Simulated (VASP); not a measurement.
# Sr3BiN (P4/mmm) in VASP: further runs

The runs below take Sr3BiN through single point, with LDA.

All numbers are computed with VASP 6.6.1; they aren't measurements. Logs are shortened: lines on timing, memory, paths and dates and some standing lists are left out, and cuts for length are marked.

## (1) The cell of the first run

It takes space group P4/mmm (No. 123, tetragonal). The conventional cell has a = 5.235 Å, b = 5.235 Å, c = 5.270 Å, α = 90.00°, β = 90.00°, γ = 90.00°. Within 3.5 Å of Sr (site symmetry 4/mmm) lie 2 N at 2.63 Å. Within 3.5 Å of Sr (site symmetry mmm) lie 2 N at 2.62 Å. Bi (site symmetry 4/mmm) has 12 Sr at 3.70 to 3.71 Å and 8 N at 4.54 Å within 4.9 Å. Within 3.5 Å of N (site symmetry 4/mmm) lie 6 Sr at 2.62 to 2.63 Å.

## (2) Single point, LDA

Input file INCAR:

```
PREC = Accurate
ENCUT = 520
EDIFF = 1E-7
ISMEAR = 1
SIGMA = 0.1
LREAL = False
LASPH = True
NELM = 60
ALGO = Normal
ISIF = 2
LWAVE = False
LCHARG = False
NBANDS = 33
```

Input file KPOINTS:

```
Automatic mesh
0
Gamma
  7 7 7
```

Input file POSCAR:

```
Sr3BiN
1.0
    5.2349399300      0.0000000000      0.0000000000
    0.0000000000      5.2349399300      0.0000000000
    0.0000000000      0.0000000000      5.2698395295
Sr Bi N
3 1 1
Direct
    0.5000000000      0.5000000000      0.0000000000
    0.0000000000      0.5000000000      0.5000000000
    0.5000000000      0.0000000000      0.5000000000
    0.0000000000      0.0000000000      0.0000000000
    0.5000000000      0.5000000000      0.5000000000
```

Potentials or basis: VASP PAW LDA potentials, release 64 (Sr_sv, Bi_d, N).

The run is started by

```sh
cat potpaw_LDA.64/Sr_sv/POTCAR potpaw_LDA.64/Bi_d/POTCAR potpaw_LDA.64/N/POTCAR > POTCAR
mpirun -np 1 vasp_std > vasp.out
```

OUTCAR:

```text
PREC = Accurate
   ENCUT = 520
   EDIFF = 1E-7
   ISMEAR = 1
   LREAL = False
   LASPH = True
   NELM = 60
   ISIF = 2

 ion  position               nearest neighbor table
   1  0.500  0.500  0.000-   5 2.63   5 2.63   4 3.70   4 3.70   4 3.70   4 3.70   2 3.71   3 3.71
                             3 3.71   3 3.71   2 3.71   2 3.71   2 3.71   3 3.71
   2  0.000  0.500  0.500-   5 2.62   5 2.62   3 3.70   3 3.70   3 3.70   3 3.70   4 3.71   4 3.71
                             4 3.71   1 3.71   1 3.71   1 3.71   1 3.71   4 3.71
   3  0.500  0.000  0.500-   5 2.62   5 2.62   2 3.70   2 3.70   2 3.70   2 3.70   1 3.71   4 3.71
                             1 3.71   1 3.71   1 3.71   4 3.71   4 3.71   4 3.71
   4  0.000  0.000  0.000-   1 3.70   1 3.70   1 3.70   1 3.70   3 3.71   2 3.71   2 3.71   2 3.71
                             3 3.71   3 3.71   3 3.71   2 3.71
   5  0.500  0.500  0.500-   2 2.62   3 2.62   3 2.62   2 2.62   1 2.63   1 2.63

  LATTYP: Found a simple tetragonal cell.
 ALAT       =     5.2349399300
 C/A-ratio  =     1.0066666667

  Lattice vectors:

 A1 = (   5.2349399300,   0.0000000000,   0.0000000000)
 A2 = (   0.0000000000,   5.2349399300,   0.0000000000)
 A3 = (   0.0000000000,   0.0000000000,   5.2698395295)

Analysis of symmetry for initial positions (statically):
=====================================================================
 Subroutine PRICEL returns:
 Original cell was already a primitive cell.

 Routine SETGRP: Setting up the symmetry group for a
 simple tetragonal supercell.

 Subroutine GETGRP returns: Found 16 space group operations
 (whereof 16 operations were pure point group operations)
 out of a pool of 16 trial point group operations.

The static configuration has the point symmetry D_4h.

Analysis of symmetry for dynamics (positions and initial velocities):
=====================================================================
 Subroutine PRICEL returns:
 Original cell was already a primitive cell.

 Routine SETGRP: Setting up the symmetry group for a
 simple tetragonal supercell.

 Subroutine GETGRP returns: Found 16 space group operations
 (whereof 16 operations were pure point group operations)
 out of a pool of 16 trial point group operations.

The dynamic configuration has the point symmetry D_4h.

 Subroutine INISYM returns: Found 16 space group operations
 (whereof 16 operations are pure point group operations),
 and found     1 'primitive' translations

----------------------------------------------------------------------------------------

                                     Primitive cell

  volume of cell :     144.4178

  direct lattice vectors                    reciprocal lattice vectors
     5.234939930  0.000000000  0.000000000     0.191024159  0.000000000  0.000000000
     0.000000000  5.234939930  0.000000000     0.000000000  0.191024159  0.000000000
     0.000000000  0.000000000  5.269839529     0.000000000  0.000000000  0.189759099

  length of vectors
     5.234939930  5.234939930  5.269839529     0.191024159  0.191024159  0.189759099

  position of ions in fractional coordinates (direct lattice)
     0.500000000  0.500000000  0.000000000
     0.000000000  0.500000000  0.500000000
     0.500000000  0.000000000  0.500000000
     0.000000000  0.000000000  0.000000000
     0.500000000  0.500000000  0.500000000

  ion indices of the primitive-cell ions
   primitive index   ion index
                 1           1
                 2           2
                 3           3
                 4           4
                 5           5

----------------------------------------------------------------------------------------

 KPOINTS: Automatic mesh

Automatic generation of k-mesh.
 Grid dimensions read from file:
 generate k-points for:    7    7    7

 Generating k-lattice:

  Cartesian coordinates                     Fractional coordinates (reciprocal lattice)
     0.027289166  0.000000000  0.000000000     0.142857143  0.000000000  0.000000000
     0.000000000  0.027289166  0.000000000     0.000000000  0.142857143  0.000000000
     0.000000000  0.000000000  0.027108443     0.000000000  0.000000000  0.142857143

  Length of vectors
     0.027289166  0.027289166  0.027108443

  Shift w.r.t. Gamma in fractional coordinates (k-lattice)
     0.000000000  0.000000000  0.000000000

 Subroutine IBZKPT returns following result:
 ===========================================

 Found     40 irreducible k-points:

 Following reciprocal coordinates:
            Coordinates               Weight
  0.000000  0.000000  0.000000      1.000000
  0.142857  0.000000  0.000000      4.000000
  0.285714  0.000000  0.000000      4.000000
  0.428571  0.000000  0.000000      4.000000
  0.142857  0.142857  0.000000      4.000000
  0.285714  0.142857  0.000000      8.000000
[... 16 lines left out ...]
  0.285714  0.000000  0.285714      8.000000
  0.428571  0.000000  0.285714      8.000000
 [... further k-points ...]
   k-points           NKPTS =     40   k-points in BZ     NKDIM =     40   number of bands    NBANDS=     33
   number of dos      NEDOS =    301   number of ions     NIONS =      5
   total plane-waves  NPLWV =  64000
   dimension x,y,z NGX =    40 NGY =   40 NGZ =   40
   dimension x,y,z NGXF=    80 NGYF=   80 NGZF=   80
   ions per type =               3   1   1
   NGX,Y,Z   is equivalent  to a cutoff of  12.70, 12.70, 12.62 a.u.
   NGXF,Y,Z  is equivalent  to a cutoff of  25.41, 25.41, 25.24 a.u.
 SYSTEM =  unknown system
   PREC   = accura    normal or accurate (medium, high low for compatibility)
   ISTART =      0    job   : 0-new  1-cont  2-samecut
   ICHARG =      2    charge: 1-file 2-atom 10-const
   ISPIN  =      1    spin polarized calculation?
   LNONCOLLINEAR =      F non collinear calculations
   LSORBIT =      F    spin-orbit coupling
   LASPH  =      T    aspherical Exc in radial PAW
   ENCUT  =  520.0 eV  38.22 Ry    6.18 a.u.   9.73  9.73  9.80*2*pi/ulx,y,z
   NELM   =     60;   NELMIN=  2; NELMDL= -5     # of ELM steps
   EDIFF  = 0.1E-06   stopping-criterion for ELM
   LREAL  =      F    real-space projection
   EDIFFG = 0.1E-05   stopping-criterion for IOM
   NSW    =      0    number of steps for IOM
   IBRION =     -1    ionic relax: 0-MD 1-quasi-New 2-CG
   NFREE  =      0    steps in history (QN), initial steepest desc. (CG)
   ISIF   =      2    stress and relaxation
   ISYM   =      2    0-nonsym 1-usesym 2-fastsym
   POTIM  = 0.5000    time-step for ionic-motion
   TEBEG  =    0.0;   TEEND  =   0.0 temperature during run
   PSTRESS=    0.0 pullay stress
   NELECT =      50.0000    total number of electrons
   NUPDOWN=      -1.0000    fix difference up-down
   EMIN   =  10.00;   EMAX   =-10.00  energy-range for DOS
   EFERMI =   0.00;   METHOD = LEGACY
   ISMEAR =     1;   SIGMA  =   0.10  broadening in eV -4-tet -1-fermi 0-gaus
   EFERMI_NEDOS =   21; number of points for ismear=-14 and -15
   IALGO  =     38    algorithm
   IMIX   =      4    mixing-type and parameters
     AMIX     =   0.40;   BMIX     =  1.00
     AMIX_MAG =   1.60;   BMIX_MAG =  1.00
  volume/ion in A,a.u.               =      28.88       194.92
  Fermi-wavevector in a.u.,A,eV,Ry     =   1.149541  2.172318 17.979352  1.321445
  Thomas-Fermi vector in A             =   2.286210
   LORBIT       =      0    0 simple, 1 ext, 2 COOP (PROOUT), +10 PAW based schemes
   GGA     = CA    functional components
   LHFCALC =     F    Hartree Fock is set to
   AEXX    =    0.0000 exact exchange contribution
   IVDW    =     0    specifies the selected vdW correction
   LEPSILON=     F    determine dielectric tensor
   LRPA    =     F    only Hartree local field effects (RPA)
 non-spin polarized calculation
 Methfessel and Paxton  Order N= 1 SIGMA  =   0.10
  energy-cutoff  :      520.00
  volume of cell :      144.42
 maximum number of plane-waves:      3908
 NGX is ok and might be reduce to    40
   NGX = 19   NGY = 19   NGZ = 19

 number of electron      50.0000000 magnetization

 Free energy of the ion-electron system (eV)
  ---------------------------------------------------
  ext. energy  EPLUGINS =         0.00000000
  ---------------------------------------------------
  free energy    TOTEN  =       -24.29193270 eV

  energy without entropy =      -24.29211284  energy(sigma->0) =      -24.29199275

 E-fermi :   3.6222     XC(G=0):  -9.4596

 val. band max:        3.5260206071   @ k =   0.0000   0.0000   0.0000
 cond. band min:       3.7248262893   @ k =   0.0000   0.0000   0.0000
 fundamental gap:      0.1988056822
 Fermi energy:         3.6221529423

 k-point     1 :       0.0000    0.0000    0.0000
  band No.  band energies     occupation
      1     -31.4472      2.00000
      2     -31.3578      2.00000
      3     -31.3399      2.00000
      4     -18.2826      2.00000
      5     -18.2826      2.00000
      6     -18.2815      2.00000
[... 25 lines left out ...]
     32       7.9012      0.00000
     33       7.9372      0.00000

 k-point     2 :       0.1429    0.0000    0.0000
  band No.  band energies     occupation
      1     -31.4433      2.00000
      2     -31.3586      2.00000
      3     -31.3429      2.00000
      4     -18.2829      2.00000
      5     -18.2826      2.00000
      6     -18.2818      2.00000
[... 25 lines left out ...]
     32       7.6979      0.00000
     33       8.0391      0.00000

 k-point     3 :       0.2857    0.0000    0.0000
  band No.  band energies     occupation
      1     -31.4330      2.00000
      2     -31.3627      2.00000
      3     -31.3487      2.00000
      4     -18.2838      2.00000
      5     -18.2827      2.00000
      6     -18.2825      2.00000
[... 25 lines left out ...]
     32       7.1814      0.00000
     33       8.3287      0.00000

 k-point     4 :       0.4286    0.0000    0.0000
  band No.  band energies     occupation
      1     -31.4222      2.00000
      2     -31.3707      2.00000
      3     -31.3513      2.00000
      4     -18.2845      2.00000
      5     -18.2834      2.00000
      6     -18.2825      2.00000
[... 673 lines left out ...]
     32       7.3295      0.00000
     33       8.0118      0.00000

 k-point    23 :       0.2857    0.0000    0.2857
  band No.  band energies     occupation
      1     -31.4190      2.00000
      2     -31.3737      2.00000
      3     -31.3512      2.00000
      4     -18.2837      2.00000
      5     -18.2837      2.00000
      6     -18.2827      2.00000
[... 25 lines left out ...]
     32       7.5782      0.00000
     33       7.5831      0.00000

 k-point    24 :       0.4286    0.0000    0.2857
  band No.  band energies     occupation
      1     -31.4108      2.00000
      2     -31.3726      2.00000
      3     -31.3602      2.00000
      4     -18.2836      2.00000
      5     -18.2836      2.00000
      6     -18.2834      2.00000
[... 25 lines left out ...]
     32       7.6688      0.00000
     33       7.7967      0.00000

 [... further k-points ...]
[... 5 lines left out ...]
  --------------------------------------------------------------------------------------
  -------------------------------------------------------------------------------------
  Total       -2.8847553     -2.8847553     -3.3085438      0.0000000     -0.0000000      0.0000000
  in kB      -32.0035954    -32.0035954    -36.7051217      0.0000000     -0.0000000      0.0000000
  external PRESSURE =     -33.5707709 kB  Pullay stress =       0.0000000 kB

 VOLUME and BASIS-vectors are now :
 -----------------------------------------------------------------------------
  energy-cutoff  :      520.00
  volume of cell :      144.42
      direct lattice vectors                 reciprocal lattice vectors
     5.234939930  0.000000000  0.000000000     0.191024159  0.000000000  0.000000000
     0.000000000  5.234939930  0.000000000     0.000000000  0.191024159  0.000000000
     0.000000000  0.000000000  5.269839529     0.000000000  0.000000000  0.189759099

 POSITION                                       TOTAL-FORCE (eV/Angst)
 -----------------------------------------------------------------------------------
      2.61747      2.61747      0.00000         0.000000      0.000000      0.000000
      0.00000      2.61747      2.63492         0.000000      0.000000      0.000000
      2.61747      0.00000      2.63492         0.000000      0.000000      0.000000
      0.00000      0.00000      0.00000         0.000000      0.000000      0.000000
      2.61747      2.61747      2.63492         0.000000      0.000000      0.000000
 -----------------------------------------------------------------------------------
    total drift:                                0.000000      0.000000     -0.000000

  FREE ENERGIE OF THE ION-ELECTRON SYSTEM (eV)
  ---------------------------------------------------
  free  energy   TOTEN  =       -24.2919327047 eV

  energy  without entropy=      -24.2921128388  energy(sigma->0) =      -24.29199275
```

Run time: 1.8 min. Hardware: 1 thread of AMD EPYC 9R45 (Zen 5), shared host; peak memory 0.28 GiB.

What came out:

| Quantity | Value |
| --- | --- |
| Free energy | -24.2919 eV |
| Pressure | -3.4 GPa |
| Band gap on the k mesh | 0.20 eV, direct |

Levels at points of the mesh, in eV from the valence-band top:
```
           k point  band 21  band 22  band 23  band 24  band 25  band 26  band 27  band 28  band 29  band 30
(0.00, 0.00, 0.00)    -0.92    -0.92    -0.03     0.00     0.00     0.20     0.24     0.27     1.27     1.27
```

Caveat: spin-orbit coupling is left out, which moves the levels of the heavy elements.

## (3) Single point, LDA

This run uses another cell than the first one, of 28.98 Å³/atom, 1.003 times its volume.

Input file INCAR:

```
  ALGO = Normal
  EDIFF = 1E-6
  ENCUT = 520
  GGA = CA
  ISIF = 2
  ISMEAR = 1
  LASPH = True
  LCHARG = True
  LELF = True
  LREAL = False
  LVHAR = True
  LWAVE = False
  NBANDS = 33
  NELM = 100
  PREC = Accurate
  SIGMA = 0.1
```

Input file KPOINTS:

```
k-points
0
Gamma
  7 7 7
```

Changes to POSCAR since step 2:

```diff
@@ -4,3 +4,3 @@
     0.0000000000      5.2349399300      0.0000000000
-    0.0000000000      0.0000000000      5.2698395295
+    0.0000000000      0.0000000000      5.2872893293
 Sr Bi N
```

Potentials or basis: VASP PAW LDA potentials, release 64 (Sr_sv, Bi_d, N).

The run is started by

```sh
cat potpaw_LDA.64/Sr_sv/POTCAR potpaw_LDA.64/Bi_d/POTCAR potpaw_LDA.64/N/POTCAR > POTCAR
mpirun -np 1 vasp_std > vasp.out
```

OUTCAR:

```text
EDIFF = 1E-6
   ENCUT = 520
   GGA = CA
   ISIF = 2
   ISMEAR = 1
   LASPH = True
   LREAL = False
   NELM = 100
   PREC = Accurate

 ion  position               nearest neighbor table
   1  0.500  0.500  0.000-   5 2.64   5 2.64   4 3.70   4 3.70   4 3.70   4 3.70   2 3.72   3 3.72
                             3 3.72   3 3.72   2 3.72   2 3.72   2 3.72   3 3.72
   2  0.000  0.500  0.500-   5 2.62   5 2.62   3 3.70   3 3.70   3 3.70   3 3.70   4 3.72   4 3.72
                             4 3.72   1 3.72   1 3.72   1 3.72   1 3.72   4 3.72
   3  0.500  0.000  0.500-   5 2.62   5 2.62   2 3.70   2 3.70   2 3.70   2 3.70   1 3.72   4 3.72
                             1 3.72   1 3.72   1 3.72   4 3.72   4 3.72   4 3.72
[... 1073 lines left out ...]
  -------------------------------------------------------------------------------------
  Total       -2.9377477     -2.9377477     -3.5631684      0.0000000      0.0000000     -0.0000000
  in kB      -32.4839324    -32.4839324    -39.3994759      0.0000000      0.0000000     -0.0000000
  external PRESSURE =     -34.7891136 kB  Pullay stress =       0.0000000 kB

 VOLUME and BASIS-vectors are now :
 -----------------------------------------------------------------------------
  energy-cutoff  :      520.00
  volume of cell :      144.90
      direct lattice vectors                 reciprocal lattice vectors
     5.234939930  0.000000000  0.000000000     0.191024159  0.000000000  0.000000000
     0.000000000  5.234939930  0.000000000     0.000000000  0.191024159  0.000000000
     0.000000000  0.000000000  5.287289329     0.000000000  0.000000000  0.189132831

 POSITION                                       TOTAL-FORCE (eV/Angst)
 -----------------------------------------------------------------------------------
      2.61747      2.61747      0.00000         0.000000      0.000000      0.000000
      0.00000      2.61747      2.64364         0.000000      0.000000      0.000000
      2.61747      0.00000      2.64364         0.000000      0.000000      0.000000
      0.00000      0.00000      0.00000         0.000000      0.000000      0.000000
      2.61747      2.61747      2.64364         0.000000      0.000000      0.000000
 -----------------------------------------------------------------------------------
    total drift:                                0.000000      0.000000     -0.000000

  FREE ENERGIE OF THE ION-ELECTRON SYSTEM (eV)
  ---------------------------------------------------
  free  energy   TOTEN  =       -24.2807089234 eV

  energy  without entropy=      -24.2808625558  energy(sigma->0) =      -24.28076013
```

OSZICAR:

```text
N       E                     dE             d eps       ncg     rms          rms(c)
DAV:   1     0.436213118733E+03    0.43621E+03   -0.24102E+04  2640   0.148E+03
DAV:   2     0.175807598341E+02   -0.41863E+03   -0.40131E+03  2879   0.391E+02
DAV:   3    -0.268248465959E+02   -0.44406E+02   -0.43798E+02  4101   0.123E+02
DAV:   4    -0.294141239097E+02   -0.25893E+01   -0.25763E+01  4096   0.241E+01
DAV:   5    -0.295756454014E+02   -0.16152E+00   -0.16145E+00  4014   0.489E+00    0.277E+01
DAV:   6    -0.248360895656E+02    0.47396E+01   -0.30951E+01  3328   0.160E+01    0.319E+01
DAV:   7    -0.245380314746E+02    0.29806E+00   -0.30554E+00  3221   0.633E+00    0.185E+01
DAV:   8    -0.243153578933E+02    0.22267E+00   -0.13847E+00  2918   0.446E+00    0.280E+00
DAV:   9    -0.242787127666E+02    0.36645E-01   -0.17039E-01  4070   0.169E+00    0.906E-01
DAV:  10    -0.242808862095E+02   -0.21734E-02   -0.18225E-02  3338   0.503E-01    0.452E-01
DAV:  11    -0.242807375216E+02    0.14869E-03   -0.16360E-03  4702   0.168E-01    0.785E-02
DAV:  12    -0.242807084868E+02    0.29035E-04   -0.57299E-04  3335   0.772E-02    0.431E-02
DAV:  13    -0.242807149202E+02   -0.64335E-05   -0.10857E-04  3951   0.390E-02    0.254E-02
DAV:  14    -0.242807113124E+02    0.36078E-05   -0.86974E-05  2661   0.260E-02    0.134E-02
DAV:  15    -0.242807088587E+02    0.24537E-05   -0.17346E-05  2629   0.127E-02    0.257E-03
DAV:  16    -0.242807089234E+02   -0.64681E-07   -0.11642E-06  2450   0.561E-03
   1 F= -.24280709E+02 E0= -.24280760E+02  d E =0.153632E-03
```

Wall time 1.7 min (1 thread of AMD EPYC 9R45 (Zen 5), shared host); peak memory 0.29 GiB.

Results:

```
Free energy            : -24.2807 eV
Pressure               : -3.5 GPa
Band gap on the k mesh : 0.18 eV, direct
```

Levels at points of the mesh, in eV from the valence-band top:
```
           k point  band 22  band 23  band 24  band 25  band 26  band 27  band 28  band 29
(0.00, 0.00, 0.00)    -0.92    -0.04     0.00     0.00     0.18     0.24     0.27     1.27
```

Caveat: spin-orbit coupling is left out, which moves the levels of the heavy elements. A k mesh can miss the band edges.
